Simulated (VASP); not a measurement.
# Ge (Cmmm) in VASP: a series of runs

The runs below take Ge through single point, with PBEsol.

All numbers are computed with VASP 6.6.1; they aren't measurements. Logs are shortened: lines on timing, memory, paths and dates and some standing lists are left out, and cuts for length are marked.

## (1) The cell of the first run

It takes space group Cmmm (No. 65, orthorhombic). Conventional cell: a = 2.757 Å, b = 5.131 Å, c = 2.662 Å, α = 90.00°, β = 90.00°, γ = 90.00°. Within 3.5 Å of Ge (site symmetry mmm) lie 8 Ge at 2.66 to 2.91 Å.

## (2) Single point, PBEsol

File INCAR:

```
PREC = Accurate ; ENCUT = 520
EDIFF = 1E-7 ; ISMEAR = -1
SIGMA = 0.15 ; LREAL = False
LASPH = True ; NELM = 60
ALGO = Normal ; ISIF = 2
LWAVE = False ; LCHARG = False
GGA = PS ; NBANDS = 13
```

File KPOINTS:

```
Automatic mesh
0
Gamma
  12 12 11
```

File POSCAR:

```
Ge
1.0
    1.3782672799     -2.5653735294      0.0000000000
    1.3782672799      2.5653735294      0.0000000000
    0.0000000000      0.0000000000      2.6617629621
Ge
1
Direct
    0.5000000000      0.5000000000      0.0000000000
```

Potentials or basis: VASP PAW PBE potentials, release 64 (Ge_d).

The run is started by

```bash
cat potpaw_PBE.64/Ge_d/POTCAR > POTCAR
mpirun -np 1 vasp_std > vasp.out
```

OUTCAR:

```text
PREC = Accurate
   ENCUT = 520
   EDIFF = 1E-7
   ISMEAR = -1
   LREAL = False
   LASPH = True
   NELM = 60
   ISIF = 2
   GGA = PS

 ion  position               nearest neighbor table
   1  0.500  0.500  0.000-

  LATTYP: Found a base centered orthorhombic cell.
 ALAT       =     2.7565345598
 B/A-ratio  =     1.8613033675
 C/A-ratio  =     0.9656192964

  Lattice vectors:

 A1 = (   1.3782672799,  -2.5653735294,   0.0000000000)
 A2 = (   1.3782672799,   2.5653735294,   0.0000000000)
 A3 = (   0.0000000000,   0.0000000000,   2.6617629621)

Analysis of symmetry for initial positions (statically):
=====================================================================
 Subroutine PRICEL returns:
 Original cell was already a primitive cell.

 Routine SETGRP: Setting up the symmetry group for a
 base centered orthorhombic supercell.

 Subroutine GETGRP returns: Found  8 space group operations
 (whereof  8 operations were pure point group operations)
 out of a pool of  8 trial point group operations.

The static configuration has the point symmetry D_2h.

Analysis of symmetry for dynamics (positions and initial velocities):
=====================================================================
 Subroutine PRICEL returns:
 Original cell was already a primitive cell.

 Routine SETGRP: Setting up the symmetry group for a
 base centered orthorhombic supercell.

 Subroutine GETGRP returns: Found  8 space group operations
 (whereof  8 operations were pure point group operations)
 out of a pool of  8 trial point group operations.

The dynamic configuration has the point symmetry D_2h.

 Subroutine INISYM returns: Found  8 space group operations
 (whereof  8 operations are pure point group operations),
 and found     1 'primitive' translations

----------------------------------------------------------------------------------------

                                     Primitive cell

  volume of cell :      18.8228

  direct lattice vectors                    reciprocal lattice vectors
     1.378267280 -2.565373529  0.000000000     0.362774338 -0.194903391  0.000000000
     1.378267280  2.565373529  0.000000000     0.362774338  0.194903391  0.000000000
     0.000000000  0.000000000  2.661762962     0.000000000  0.000000000  0.375690854

  length of vectors
     2.912174796  2.912174796  2.661762962     0.411816163  0.411816163  0.375690854

  position of ions in fractional coordinates (direct lattice)
     0.500000000  0.500000000  0.000000000

  ion indices of the primitive-cell ions
   primitive index   ion index
                 1           1

----------------------------------------------------------------------------------------

 KPOINTS: Automatic mesh

Automatic generation of k-mesh.
 Grid dimensions read from file:
 generate k-points for:   12   12   11

 Generating k-lattice:

  Cartesian coordinates                     Fractional coordinates (reciprocal lattice)
     0.030231195 -0.016241949  0.000000000     0.083333333  0.000000000  0.000000000
     0.030231195  0.016241949  0.000000000     0.000000000  0.083333333  0.000000000
     0.000000000  0.000000000  0.034153714     0.000000000  0.000000000  0.090909091

  Length of vectors
     0.034318014  0.034318014  0.034153714

  Shift w.r.t. Gamma in fractional coordinates (k-lattice)
     0.000000000  0.000000000  0.000000000

 Subroutine IBZKPT returns following result:
 ===========================================

 Found    258 irreducible k-points:

 Following reciprocal coordinates:
            Coordinates               Weight
  0.000000  0.000000  0.000000      1.000000
  0.083333 -0.000000  0.000000      4.000000
  0.166667  0.000000  0.000000      4.000000
  0.250000 -0.000000  0.000000      4.000000
  0.333333  0.000000  0.000000      4.000000
  0.416667 -0.000000  0.000000      4.000000
[... 16 lines left out ...]
  0.500000  0.166667  0.000000      4.000000
 -0.416667  0.166667  0.000000      4.000000
 [... further k-points ...]
   k-points           NKPTS =    258   k-points in BZ     NKDIM =    258   number of bands    NBANDS=     13
   number of dos      NEDOS =    301   number of ions     NIONS =      1
   total plane-waves  NPLWV =  11520
   dimension x,y,z NGX =    24 NGY =   24 NGZ =   20
   dimension x,y,z NGXF=    48 NGYF=   48 NGZF=   40
   ions per type =               1
   NGX,Y,Z   is equivalent  to a cutoff of  13.70, 13.70, 12.49 a.u.
   NGXF,Y,Z  is equivalent  to a cutoff of  27.40, 27.40, 24.98 a.u.
 SYSTEM =  unknown system
   PREC   = accura    normal or accurate (medium, high low for compatibility)
   ISTART =      0    job   : 0-new  1-cont  2-samecut
   ICHARG =      2    charge: 1-file 2-atom 10-const
   ISPIN  =      1    spin polarized calculation?
   LNONCOLLINEAR =      F non collinear calculations
   LSORBIT =      F    spin-orbit coupling
   LASPH  =      T    aspherical Exc in radial PAW
   ENCUT  =  520.0 eV  38.22 Ry    6.18 a.u.   5.41  5.41  4.95*2*pi/ulx,y,z
   NELM   =     60;   NELMIN=  2; NELMDL= -5     # of ELM steps
   EDIFF  = 0.1E-06   stopping-criterion for ELM
   LREAL  =      F    real-space projection
   EDIFFG = 0.1E-05   stopping-criterion for IOM
   NSW    =      0    number of steps for IOM
   IBRION =     -1    ionic relax: 0-MD 1-quasi-New 2-CG
   NFREE  =      0    steps in history (QN), initial steepest desc. (CG)
   ISIF   =      2    stress and relaxation
   ISYM   =      2    0-nonsym 1-usesym 2-fastsym
   POTIM  = 0.5000    time-step for ionic-motion
   TEBEG  =    0.0;   TEEND  =   0.0 temperature during run
   PSTRESS=    0.0 pullay stress
   NELECT =      14.0000    total number of electrons
   NUPDOWN=      -1.0000    fix difference up-down
   EMIN   =  10.00;   EMAX   =-10.00  energy-range for DOS
   EFERMI =   0.00;   METHOD = LEGACY
   ISMEAR =    -1;   SIGMA  =   0.15  broadening in eV -4-tet -1-fermi 0-gaus
   EFERMI_NEDOS =   21; number of points for ismear=-14 and -15
   IALGO  =     38    algorithm
   IMIX   =      4    mixing-type and parameters
     AMIX     =   0.40;   BMIX     =  1.00
     AMIX_MAG =   1.60;   BMIX_MAG =  1.00
  volume/ion in A,a.u.               =      18.82       127.02
  Fermi-wavevector in a.u.,A,eV,Ry     =   1.483280  2.802992 29.934429  2.200118
  Thomas-Fermi vector in A             =   2.596961
   LORBIT       =      0    0 simple, 1 ext, 2 COOP (PROOUT), +10 PAW based schemes
   GGA     = PS    functional components
   LHFCALC =     F    Hartree Fock is set to
   AEXX    =    0.0000 exact exchange contribution
   IVDW    =     0    specifies the selected vdW correction
   LEPSILON=     F    determine dielectric tensor
   LRPA    =     F    only Hartree local field effects (RPA)
 non-spin polarized calculation
  energy-cutoff  :      520.00
  volume of cell :       18.82
 maximum number of plane-waves:       517
 NGX is ok and might be reduce to    24
   NGX = 11   NGY = 11   NGZ =  9

 number of electron      13.9999987 magnetization

 Free energy of the ion-electron system (eV)
  ---------------------------------------------------
  ext. energy  EPLUGINS =         0.00000000
  ---------------------------------------------------
  free energy    TOTEN  =        -4.75877622 eV

  energy without entropy =       -4.72657340  energy(sigma->0) =       -4.74267481

 E-fermi :   6.5305     XC(G=0): -11.3918

 val. band max:        6.4688309235   @ k =   0.5000   0.1667   0.0000
 cond. band min:       6.5347983938   @ k =  -0.2500   0.2500   0.0000
 fundamental gap:      0.0659674703
 Fermi energy:         6.5304857158

 k-point     1 :       0.0000    0.0000    0.0000
  band No.  band energies     occupation
      1     -18.1877      2.00000
      2     -18.1138      2.00000
      3     -18.0566      2.00000
      4     -17.9440      2.00000
      5     -17.9246      2.00000
      6      -6.6986      2.00000
      7      13.3831      0.00000
      8      13.9275      0.00000
      9      15.5029      0.00000
     10      16.8593      0.00000
     11      19.2610      0.00000
     12      21.7931      0.00000
     13      21.8657      0.00000

 k-point     2 :       0.0833   -0.0000    0.0000
  band No.  band energies     occupation
      1     -18.1822      2.00000
      2     -18.1056      2.00000
      3     -18.0577      2.00000
      4     -17.9452      2.00000
      5     -17.9284      2.00000
      6      -6.5244      2.00000
      7      13.1716      0.00000
      8      13.5545      0.00000
      9      14.0341      0.00000
     10      17.2878      0.00000
     11      19.0439      0.00000
     12      20.5008      0.00000
     13      22.9881      0.00000

 k-point     3 :       0.1667    0.0000    0.0000
  band No.  band energies     occupation
      1     -18.1690      2.00000
      2     -18.0885      2.00000
      3     -18.0533      2.00000
      4     -17.9495      2.00000
      5     -17.9378      2.00000
      6      -6.0016      2.00000
      7      10.6646      0.00000
      8      12.5678      0.00000
      9      14.0604      0.00000
     10      16.8993      0.00000
     11      18.4042      0.00000
     12      22.2130      0.00000
     13      25.3560      0.00000

 k-point     4 :       0.2500   -0.0000    0.0000
  band No.  band energies     occupation
      1     -18.1571      2.00000
      2     -18.0821      2.00000
      3     -18.0248      2.00000
      4     -17.9600      2.00000
      5     -17.9460      2.00000
      6      -5.1326      2.00000
      7       7.6809      0.00093
      8      11.5113      0.00000
      9      14.8700      0.00000
     10      15.6992      0.00000
     11      19.1240      0.00000
     12      24.6266      0.00000
     13      27.9476      0.00000

 k-point     5 :       0.3333    0.0000    0.0000
  band No.  band energies     occupation
      1     -18.1539      2.00000
      2     -18.0769      2.00000
      3     -17.9869      2.00000
      4     -17.9741      2.00000
      5     -17.9505      2.00000
      6      -3.9304      2.00000
      7       4.8599      1.99997
      8      10.7140      0.00000
      9      14.7986      0.00000
     10      15.9071      0.00000
     11      20.2259      0.00000
     12      26.4997      0.00000
     13      26.7489      0.00000

 k-point     6 :       0.4167   -0.0000    0.0000
  band No.  band energies     occupation
      1     -18.1569      2.00000
      2     -18.0696      2.00000
      3     -17.9849      2.00000
      4     -17.9575      2.00000
      5     -17.9533      2.00000
      6      -2.4620      2.00000
      7       2.3929      2.00000
      8      10.2184      0.00000
      9      14.2612      0.00000
     10      16.9634      0.00000
     11      21.6442      0.00000
     12      24.4983      0.00000
     13      25.3516      0.00000

 k-point     7 :       0.5000   -0.0000    0.0000
  band No.  band energies     occupation
      1     -18.1589      2.00000
      2     -18.0663      2.00000
      3     -17.9889      2.00000
      4     -17.9543      2.00000
      5     -17.9466      2.00000
      6      -1.3706      2.00000
      7       0.9650      2.00000
      8      10.0504      0.00000
      9      14.0831      0.00000
     10      17.4866      0.00000
     11      23.2062      0.00000
     12      23.5524      0.00000
     13      23.6584      0.00000
[... 193 lines left out ...]
 k-point    20 :       0.2500    0.1667    0.0000
  band No.  band energies     occupation
      1     -18.1356      2.00000
      2     -18.0855      2.00000
      3     -17.9778      2.00000
      4     -17.9761      2.00000
      5     -17.9554      2.00000
      6      -3.3039      2.00000
      7       4.6557      1.99999
      8       7.8079      0.00040
      9      16.4238      0.00000
     10      18.6431      0.00000
     11      20.6567      0.00000
     12      22.9952      0.00000
     13      26.2772      0.00000

 k-point    21 :       0.3333    0.1667    0.0000
  band No.  band energies     occupation
      1     -18.1339      2.00000
      2     -18.0746      2.00000
      3     -17.9840      2.00000
      4     -17.9640      2.00000
      5     -17.9592      2.00000
      6      -1.8525      2.00000
      7       2.5029      2.00000
      8       6.8735      0.18441
      9      17.3869      0.00000
     10      18.5259      0.00000
     11      22.2281      0.00000
     12      24.6527      0.00000
     13      24.7898      0.00000

 k-point    22 :       0.4167    0.1667    0.0000
  band No.  band energies     occupation
      1     -18.1342      2.00000
      2     -18.0645      2.00000
      3     -17.9841      2.00000
      4     -17.9688      2.00000
      5     -17.9609      2.00000
      6      -1.0441      2.00000
      7       1.5154      2.00000
      8       6.4367      1.30289
      9      17.7439      0.00000
     10      18.6315      0.00000
     11      23.5317      0.00000
     12      24.0303      0.00000
     13      24.1157      0.00000

 k-point    23 :       0.5000    0.1667    0.0000
  band No.  band energies     occupation
      1     -18.1338      2.00000
      2     -18.0663      2.00000
      3     -17.9835      2.00000
      4     -17.9796      2.00000
      5     -17.9586      2.00000
      6      -2.2269      2.00000
      7       3.0883      2.00000
      8       6.4688      1.20267
      9      17.1505      0.00000
     10      18.9982      0.00000
     11      21.9506      0.00000
     12      25.0366      0.00000
     13      25.9475      0.00000

 k-point    24 :      -0.4167    0.1667    0.0000
  band No.  band energies     occupation
      1     -18.1368      2.00000
      2     -18.0818      2.00000
      3     -17.9979      2.00000
      4     -17.9736      2.00000
      5     -17.9510      2.00000
      6      -3.6337      2.00000
      7       5.2542      1.99960
      8       7.1591      0.02982
      9      16.1339      0.00000
     10      19.4817      0.00000
     11      20.7357      0.00000
     12      25.8964      0.00000
     13      26.7163      0.00000

 [... further k-points ...]
[... 5 lines left out ...]
  --------------------------------------------------------------------------------------
  -------------------------------------------------------------------------------------
  Total       -0.0296913     -0.4776580     -0.0523493      0.0000000      0.0000000      0.0000000
  in kB       -2.5272937    -40.6578283     -4.4559279      0.0000000      0.0000000      0.0000000
  external PRESSURE =     -15.8803500 kB  Pullay stress =       0.0000000 kB

 VOLUME and BASIS-vectors are now :
 -----------------------------------------------------------------------------
  energy-cutoff  :      520.00
  volume of cell :       18.82
      direct lattice vectors                 reciprocal lattice vectors
     1.378267280 -2.565373529  0.000000000     0.362774338 -0.194903391  0.000000000
     1.378267280  2.565373529  0.000000000     0.362774338  0.194903391  0.000000000
     0.000000000  0.000000000  2.661762962     0.000000000  0.000000000  0.375690854

 POSITION                                       TOTAL-FORCE (eV/Angst)
 -----------------------------------------------------------------------------------
      1.37827      0.00000      0.00000         0.000000     -0.000000      0.000000
 -----------------------------------------------------------------------------------
    total drift:                               -0.000000     -0.000000     -0.000000

  FREE ENERGIE OF THE ION-ELECTRON SYSTEM (eV)
  ---------------------------------------------------
  free  energy   TOTEN  =        -4.7587762175 eV

  energy  without entropy=       -4.7265734029  energy(sigma->0) =       -4.74267481
```

Wall time 35 s (1 thread of Intel Xeon Platinum 8175M at 2.50GHz (Skylake/Cascade Lake), shared host); peak memory 0.17 GiB.

Results:

```
Free energy            : -4.7588 eV
Pressure               : -1.6 GPa
Band gap on the k mesh : zero (band 7 reaches 13.38 eV, above the bottom of band 8 at 3.15 eV)
```

Caveat: the PAW data sets were made with another functional, which shifts forces and pressure a little.

[end of part 1 of 3]
